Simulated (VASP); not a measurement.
# VH6 (Pm-3m) in VASP: a series of runs, part 2 of 2

VASP 6.6.1. The steps go on from the part before.

## (4) Single point, PBE, collinear spin, ferromagnetic start

This run uses another cell than the first one, of 7.31 Å³/atom.

The input, INCAR:

```
SYSTEM = VH6
ALGO = Normal
EDIFF = 1E-6
ENCUT = 520
GGA = PE
ISIF = 2
ISMEAR = 0
ISPIN = 2
LASPH = .TRUE.
LCHARG = .TRUE.
LELF = .TRUE.
LMAXMIX = 4
LORBIT = 11
LREAL = .FALSE.
LVHAR = .TRUE.
LWAVE = .FALSE.
MAGMOM = 3.36 0 0 0 0 0 0
NBANDS = 22
NELM = 150
PREC = Accurate
SIGMA = 0.1
```

The input, KPOINTS:

```
k-points
0
G
  6 6 6
  0 0 0
```

The input, POSCAR:

```
VH6
1.0
    3.7121638188      0.0000000000      0.0000000000
    0.0000000000      3.7121638188      0.0000000000
    0.0000000000      0.0000000000      3.7121638188
V H
1 6
Direct
    0.0000000000      0.0000000000      0.0000000000
    0.5000000000      0.5000000000      0.1087403837
    0.5000000000      0.5000000000      0.8912596163
    0.1087403837      0.5000000000      0.5000000000
    0.8912596163      0.5000000000      0.5000000000
    0.5000000000      0.1087403837      0.5000000000
    0.5000000000      0.8912596163      0.5000000000
```

Launch:

```sh
> cat potpaw_PBE.64/V_sv/POTCAR potpaw_PBE.64/H/POTCAR > POTCAR
> mpirun -np 1 vasp_std > vasp.out
```

It took 2 min on 1 thread of Intel Xeon 8259CL, shared host; peak memory 0.19 GiB.

The run converged. Its results:

```yaml
Free_energy: -24.0312 eV
Pressure: 0.0 GPa
Largest_force: 0.034 eV/Å
Net_moment: 4.40 μB per cell
Site_moments: V +3.29; H +0.01 μB
Valence_electrons_inside_the_program's_atomic_spheres: V 11.40; H 0.59
```

Forces on the atoms (eV/Å):
```
V    0.000  0.000  0.000
H    0.000  0.000  0.034
H    0.000  0.000 -0.034
H    0.034  0.000  0.000
H   -0.034  0.000  0.000
H    0.000  0.034  0.000
H    0.000 -0.034  0.000
```

Levels at points of the mesh, in eV from the Fermi level:
Spin up:
| k point | band 8 | band 9 | band 10 | band 11 | band 12 | band 13 | band 14 | band 15 | band 16 | band 17 |
| --- | --- | --- | --- | --- | --- | --- | --- | --- | --- | --- |
| (0.00, 0.00, 0.00) | -0.55 | -0.55 | -0.29 | -0.29 | -0.29 | 1.61 | 1.61 | 1.61 | 2.23 | 10.80 |
| (0.50, 0.00, 0.00) | -1.52 | -1.12 | -1.12 | -0.23 | -0.01 | 0.91 | 4.34 | 4.61 | 4.61 | 5.79 |
| (0.50, 0.50, 0.00) | -2.52 | -0.78 | -0.78 | 0.12 | 0.14 | 0.90 | 1.49 | 3.62 | 3.62 | 4.51 |
| (0.50, 0.50, 0.50) | -2.53 | 0.18 | 0.18 | 0.20 | 0.20 | 0.20 | 0.38 | 0.38 | 0.38 | 3.21 |
Spin down:
```
           k point  band 3  band 4  band 5  band 6  band 7  band 8  band 9  band 10  band 11  band 12
(0.00, 0.00, 0.00)  -35.62  -35.62  -12.14   -6.96   -6.96    2.18    2.18     2.36     2.36     2.36
(0.50, 0.00, 0.00)  -35.62  -35.62  -10.72   -9.22   -6.68    1.14    1.27     1.27     2.33     2.85
(0.50, 0.50, 0.00)  -35.64  -35.62   -9.26   -8.73   -8.73   -0.46    1.49     2.04     2.04     3.11
(0.50, 0.50, 0.50)  -35.63  -35.63   -8.60   -8.60   -8.60   -2.28    1.91     1.91     1.91     3.15
```

## (5) Relaxation of cell and atoms, PBE, collinear spin, ferromagnetic start

This run uses another cell than the first one, of 7.93 Å³/atom.

The input, INCAR:

```
SYSTEM = VH6
ALGO = Normal
EDIFF = 1E-7
EDIFFG = -0.04
ENCUT = 600
GGA = PE
IBRION = 2
ISIF = 3
ISMEAR = 0
ISPIN = 2
LASPH = .TRUE.
LCHARG = .FALSE.
LMAXMIX = 4
LORBIT = 11
LREAL = .FALSE.
LWAVE = .FALSE.
MAGMOM = 2 0 0 0 0 0 0
NELM = 150
NSW = 90
PREC = Accurate
SIGMA = 0.1
```

The input, KPOINTS:

```
k-points
0
G
  4 4 4
  0 0 0
```

The input, POSCAR:

```
VH6
1.0
    3.8151531700      0.0000000000      0.0000000000
    0.0000000000      3.8151531700      0.0000000000
    0.0000000000      0.0000000000      3.8151531700
V H
1 6
Direct
    0.0000000000      0.0000000000      0.0000000000
    0.5000000000      0.5000000000      0.2070000000
    0.5000000000      0.5000000000      0.7930000000
    0.2070000000      0.5000000000      0.5000000000
    0.7930000000      0.5000000000      0.5000000000
    0.5000000000      0.2070000000      0.5000000000
    0.5000000000      0.7930000000      0.5000000000
```

Launch:

```sh
> cat potpaw_PBE.64/V_sv/POTCAR potpaw_PBE.64/H/POTCAR > POTCAR
> mpirun -np 1 vasp_std > vasp.out
```

Run time: 14 min. Hardware: 1 thread of Intel Xeon 8259CL, shared host; peak memory 0.2 GiB.

The run converged. Its results:

- Free energy: -23.8439 eV
- Relaxed volume: 4.62 Å³/atom
- Relaxed cell: a = 3.187 Å, b = 3.187 Å, c = 3.187 Å, α = 90.00°, β = 90.00°, γ = 90.00°
- Space group after relaxing (to 0.1 Å): Pm-3m (No. 221)
- Energy gained by relaxing: 564.9 meV/atom
- Ionic steps: 12
- Pressure after relaxing: -0.1 GPa
- Net moment: -0.08 μB per cell
- Site moments: V -0.08; H +0.00 μB
- Valence electrons inside the program's atomic spheres: V 11.42; H 0.56

The path:
```csv
step,energy change (eV),largest force (eV/Å),pressure (GPa),volume (Å³)
1,0.0000,0.4368,-23.11,55.53
2,-1.4010,0.6915,-24.05,46.83
3,-3.3096,1.0387,21.49,26.27
4,-3.4111,1.0856,-3.80,30.97
5,-3.4538,1.0907,3.58,29.20
6,-3.7689,0.2075,12.65,28.11
7,-3.7692,0.1681,13.14,28.07
8,-3.9006,0.1845,5.47,30.03
9,-3.9528,0.0884,-0.44,32.26
10,-3.9530,0.0808,-0.69,32.39
11,-3.9529,0.0901,0.52,32.33
12,-3.9541,0.0005,-0.13,32.36
```

Final structure:
```
V H
1.0
     3.18659    0.00000    0.00000
     0.00000    3.18659    0.00000
     0.00000    0.00000    3.18659
V H
1 6
Direct
  0.00000 0.00000 0.00000
  0.50000 0.50000 0.14312
  0.50000 0.50000 0.85688
  0.14312 0.50000 0.50000
  0.85688 0.50000 0.50000
  0.50000 0.14312 0.50000
  0.50000 0.85688 0.50000
```

Levels at points of the mesh, in eV from the Fermi level:
Spin up:
```
           k point  band 5  band 6  band 7  band 8  band 9  band 10  band 11  band 12  band 13  band 14
(0.00, 0.00, 0.00)  -15.55   -6.21   -6.21    0.63    0.63     0.63     0.93     0.93     1.56     1.56
(0.50, 0.00, 0.00)  -13.29  -10.61   -4.79   -1.62   -1.18    -1.18     0.75     1.22     5.21     5.49
(0.50, 0.50, 0.00)  -11.44   -9.30   -9.30   -2.52   -0.30    -0.30     1.25     1.25     2.58     3.19
(0.50, 0.50, 0.50)   -9.34   -9.34   -9.34   -5.86    1.31     1.31     1.67     1.67     1.67     2.01
```
Spin down:
| k point | band 7 | band 8 | band 9 | band 10 | band 11 | band 12 |
| --- | --- | --- | --- | --- | --- | --- |
| (0.00, 0.00, 0.00) | -6.21 | 0.53 | 0.53 | 0.91 | 0.91 | 1.56 |
| (0.50, 0.00, 0.00) | -4.78 | -1.64 | -1.26 | -1.26 | 0.64 | 1.18 |
| (0.50, 0.50, 0.00) | -9.29 | -2.55 | -0.39 | -0.39 | 1.18 | 1.21 |
| (0.50, 0.50, 0.50) | -9.34 | -5.85 | 1.27 | 1.27 | 1.65 | 1.91 |

Caveat: the k points lie up to 0.49 Å⁻¹ apart in the final cell; the volume moved by over 15 % at a fixed basis, so the end points are rough.

## (6) Relaxation of cell and atoms, PBE, collinear spin, ferromagnetic start

The input, INCAR:

```
SYSTEM = VH6
PREC = Accurate
ENCUT = 600
EDIFF = 1E-7
ISMEAR = 0
SIGMA = 0.1
LREAL = .False.
LASPH = .True.
NELM = 150
ALGO = Normal
ISIF = 3
LWAVE = .False.
LCHARG = .False.
ISPIN = 2
MAGMOM = 3.36 0 0 0 0 0 0
LORBIT = 11
LMAXMIX = 4
GGA = PE
IBRION = 2
NSW = 90
EDIFFG = -0.04
```

The input, KPOINTS:

```
Automatic mesh
0
Gamma
  6 6 6
  0 0 0
```

The input, POSCAR:

```
VH6
1.0
    3.6187228015      0.0000000000      0.0000000000
    0.0000000000      3.6187228015      0.0000000000
    0.0000000000      0.0000000000      3.6187228015
V H
1 6
Direct
    0.0000000000      0.0000000000      0.0000000000
    0.5000000000      0.5000000000      0.1148413199
    0.5000000000      0.5000000000      0.8851586801
    0.1148413199      0.5000000000      0.5000000000
    0.8851586801      0.5000000000      0.5000000000
    0.5000000000      0.1148413199      0.5000000000
    0.5000000000      0.8851586801      0.5000000000
```

Potentials or basis: VASP PAW PBE potentials, release 64 (V_sv, H).

Launch:

```sh
> cat potpaw_PBE.64/V_sv/POTCAR potpaw_PBE.64/H/POTCAR > POTCAR
> mpirun -np 1 vasp_std > vasp.out
```

Run time: 4.2 min. Hardware: 1 thread of Intel Xeon 8259CL, shared host; peak memory 0.2 GiB.

It converged, with:

| Item | Value |
| --- | --- |
| Free energy | -24.0229 eV |
| Relaxed volume | 6.77 Å³/atom |
| Relaxed cell | a = 3.618 Å, b = 3.618 Å, c = 3.618 Å, α = 90.00°, β = 90.00°, γ = 90.00° |
| Space group after relaxing (to 0.1 Å) | Pm-3m (No. 221) |
| Energy gained by relaxing | 0.2 meV/atom |
| Ionic steps | 3 |
| Pressure after relaxing | 0.6 GPa |
| Net moment | 4.12 μB per cell |
| Site moments | V +3.19; H +0.01 μB |
| Valence electrons inside the program's atomic spheres | V 11.39; H 0.59 |

Forces in eV/Å, atoms in the order of the input:
```
V    0.000  0.000  0.000
H    0.000  0.000 -0.003
H    0.000  0.000  0.003
H   -0.003  0.000  0.000
H    0.003  0.000  0.000
H    0.000 -0.003  0.000
H    0.000  0.003  0.000
```

The path:
```
step  energy change (eV)  largest force (eV/Å)  pressure (GPa)  volume (Å³)
   1              0.0000                0.1217           -0.09        47.39
   2             -0.0014                0.0409            0.84        47.36
   3             -0.0016                0.0029            0.61        47.37
```

Final structure:
```
V H
1.0
     3.61823    0.00000    0.00000
     0.00000    3.61823    0.00000
     0.00000    0.00000    3.61823
V H
1 6
Direct
  0.00000 0.00000 0.00000
  0.50000 0.50000 0.11363
  0.50000 0.50000 0.88637
  0.11363 0.50000 0.50000
  0.88637 0.50000 0.50000
  0.50000 0.11363 0.50000
  0.50000 0.88637 0.50000
```

Levels at points of the mesh, in eV from the Fermi level:
Spin up:
```csv
k point,band 10,band 11,band 12,band 13,band 14,band 15
"(0.00, 0.00, 0.00)",-0.30,-0.30,-0.30,1.67,1.67,1.67
"(0.50, 0.00, 0.00)",-1.22,-0.24,0.06,1.40,4.57,4.79
"(0.50, 0.50, 0.00)",-0.85,0.16,0.25,1.09,1.61,4.11
"(0.50, 0.50, 0.50)",0.20,0.30,0.30,0.30,0.49,0.49
```
Spin down:
```csv
k point,band 5,band 6,band 7,band 8,band 9,band 10
"(0.00, 0.00, 0.00)",-12.56,-6.75,-6.75,2.11,2.11,2.31
"(0.50, 0.00, 0.00)",-11.00,-9.33,-6.39,0.93,1.08,1.08
"(0.50, 0.50, 0.00)",-9.44,-8.75,-8.75,-0.61,1.58,1.91
"(0.50, 0.50, 0.50)",-8.61,-8.61,-8.61,-2.73,1.93,1.93
```

## (7) The runs side by side

| task | cell | k mesh | cutoff (eV) | gap on the mesh (eV) | pressure (GPa) | moment (μB) | largest force (eV/Å) |
| --- | --- | --- | --- | --- | --- | --- | --- |
| single point | a = 3.619 Å, 7 atoms, atomic positions A | 4 × 4 × 4 | 520 | none | -0.4 | 4.06 | 0.01 |
| single point | a = 3.815 Å, 7 atoms, atomic positions B | 4 × 4 × 4 | 520 | none | -22.5 | 0.32 | 0.43 |
| single point | a = 3.712 Å, 7 atoms, atomic positions C | 6 × 6 × 6 | 520 | none | 0.0 | 4.40 | 0.03 |
| relaxation of cell and atoms | relaxed from a = 3.815 Å, 7 atoms, atomic positions B | 4 × 4 × 4 | 600 | none | -0.1 | 0.08 | - |
| relaxation of cell and atoms | relaxed from a = 3.619 Å, 7 atoms, atomic positions A | 6 × 6 × 6 | 600 | none | 0.6 | 4.12 | - |

Alike in all rows: level PBE; potentials or basis VASP PAW PBE potentials, release 64 (V_sv, H); spin collinear, ferromagnetic start; smearing gaussian 0.1 eV.

Caveats: some runs use coarse meshes; a moment this small can come from the mesh or the smearing (at least some runs); the volume moved by over 15 % at a fixed basis, so the end points are rough (at least some runs).

Absolute energies hang on the potentials; compare differences alone.
